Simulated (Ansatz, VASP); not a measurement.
AlNi3 in VASP and in Ansatz

INCAR

```
SYSTEM = AlNi3
  PREC = Accurate
  ENCUT = 520
  EDIFF = 1E-7
  ISMEAR = 0
  SIGMA = 0.15
  LREAL = .FALSE.
  LASPH = .TRUE.
  NELM = 80
  ALGO = Fast
  ISIF = 2
  LWAVE = .FALSE.
  LCHARG = .FALSE.
  GGA = PS
  NBANDS = 24
```

Contents of KPOINTS:

```
Automatic mesh
0
G
  14 14 14
  0 0 0
```

Contents of POSCAR:

```
AlNi3
1.0
    0.0000000000      2.9103441737      2.5745352306
    2.9103441737      0.0000000000      2.5745352306
    2.9103441737      2.9103441737      0.0000000000
Al Ni
1 3
Direct
    0.5000000000      0.5000000000      0.5000000000
    0.2500000000      0.2500000000      0.2500000000
    0.0000000000      0.0000000000      0.0000000000
    0.7500000000      0.7500000000      0.7500000000
```

Input for Ansatz:

```yaml
crystal:
  lattice:
    - [0.0, 2.9103441737, 2.5745352306]
    - [2.9103441737, 0.0, 2.5745352306]
    - [2.9103441737, 2.9103441737, 0.0]
  atoms:
    - { symbol: Al, position: [0.5, 0.5, 0.5] }
    - { symbol: Ni, position: [0.25, 0.25, 0.25] }
    - { symbol: Ni, position: [0.0, 0.0, 0.0] }
    - { symbol: Ni, position: [0.75, 0.75, 0.75] }
basis:
  ecutwfc: 420
kpoints:
  mp_grid: { grid: [14, 14, 14] }
hamiltonian:
  xc: pbesol
scf:
  occupations: { method: gaussian, width: 0.15 }
output:
  forces: true
  stress: true
  eigenvalues: true
```

Change from the starting cell: strain +0.040 along x and y, -0.080 along z, atoms carried along.

Alike in both runs: task single point; functional PBEsol; k mesh 14 × 14 × 14; occupations gaussian, width 0.15 eV; no spin polarisation.

```csv
,VASP,Ansatz
version,VASP 6.6.1,Ansatz 0.2.0
potentials or method,"VASP PAW PBE potentials, release 64 (Al, Ni), cutoff 520 eV","scalar-relativistic, plane waves, PAW"
valence electrons in the cell,33,57
```

Ansatz gave:

* gap on the k mesh at the Fermi level (eV): none
* pressure (GPa): 1.7
* traceless stress, the component that is largest in VASP (GPa): 3.77

Estimate VASP's values.

gap on the k mesh at the Fermi level (eV): none; pressure (GPa): 1.8; traceless stress, the component that is largest in VASP (GPa): 3.87.

VASP's potentials were made for PBE, not for PBEsol. A gap of «none» marks a metal or a gap that the smearing closes. VASP's potentials hold 33 valence electrons a cell and Ansatz's 57, so a difference there can come from the potentials and not from the codes.
